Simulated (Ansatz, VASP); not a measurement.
# Two plane-wave programs on TeOs

POSCAR

```
TeOs
1.0
    0.0000000000      2.8904173571      2.8904173571
    2.8904173571      0.0000000000      2.8904173571
    2.8904173571      2.8904173571      0.0000000000
Os Te
1 1
Direct
    0.0000000000      0.0000000000      0.0000000000
    0.2500000000      0.2500000000      0.2500000000
```

The input INCAR.step1:

```
ALGO = Normal
EDIFF = 1E-4
ENCUT = 520
GGA = PE
ISMEAR = 0
ISPIN = 2
LASPH = T
LCHARG = F
LMAXMIX = 4
LREAL = F
LWAVE = T
MAGMOM = 0.05 0
NBANDS = 18
NELM = 150
PREC = Accurate
SIGMA = 0.05
```

File INCAR.step2:

```
ALGO = Normal
EDIFF = 1E-6
ENCUT = 520
ISIF = 2
ISMEAR = 0
ISPIN = 2
ISTART = 1
LASPH = T
LCHARG = T
LELF = T
LMAXMIX = 4
LMIXTAU = T
LORBIT = 11
LREAL = F
LVHAR = T
LWAVE = F
MAGMOM = 0.05 0
METAGGA = R2SCAN
NBANDS = 18
NELM = 150
PREC = Accurate
SIGMA = 0.05
```

File KPOINTS:

```
k-points
0
Gamma
  10 10 10
```

Input for Ansatz:

```yaml
crystal:
  lattice:
    - [0.0, 2.8904173571, 2.8904173571]
    - [2.8904173571, 0.0, 2.8904173571]
    - [2.8904173571, 2.8904173571, 0.0]
  atoms:
    - { symbol: Os, position: [0.0, 0.0, 0.0], spin: 0.05 }
    - { symbol: Te, position: [0.25, 0.25, 0.25] }
basis:
  ecutwfc: 500
  ecutrho_ratio: 4
kpoints:
  mp_grid: { grid: [10, 10, 10] }
hamiltonian:
  xc: r2scan
scf:
  occupations: { method: gaussian, width: 0.05 }
output:
  forces: true
  stress: true
  eigenvalues: true
  populations: true
magnetization:
  spin_polarized: true
```

Alike in both runs: task single point; functional r2SCAN; k mesh 10 × 10 × 10; occupations gaussian, width 0.05 eV; collinear spin.

|  | VASP | Ansatz |
| --- | --- | --- |
| version | VASP 6.6.1 | Ansatz 0.2.0 |
| potentials or method | VASP PAW PBE potentials, release 64 (Os, Te), cutoff 520 eV | scalar-relativistic, plane waves, PAW |
| valence electrons in the cell | 14 | 32 |

VASP gave:

* gap on the k mesh at the Fermi level (eV): none
* pressure (GPa): 5.8
* net moment per atom (μB): 0.00

**Question.** Which values does Ansatz return?

**Answer.** gap on the k mesh at the Fermi level (eV): none; pressure (GPa): 5.7; net moment per atom (μB): 0.00.

VASP's potentials were made for PBE, not for r2SCAN. A gap of «none» marks a metal or a gap that the smearing closes. VASP's potentials hold 14 valence electrons a cell and Ansatz's 32, so a difference there can come from the potentials and not from the codes. Ansatz's warnings: seeded moment not kept, stability check not made.

Neither program's run includes spin-orbit coupling.
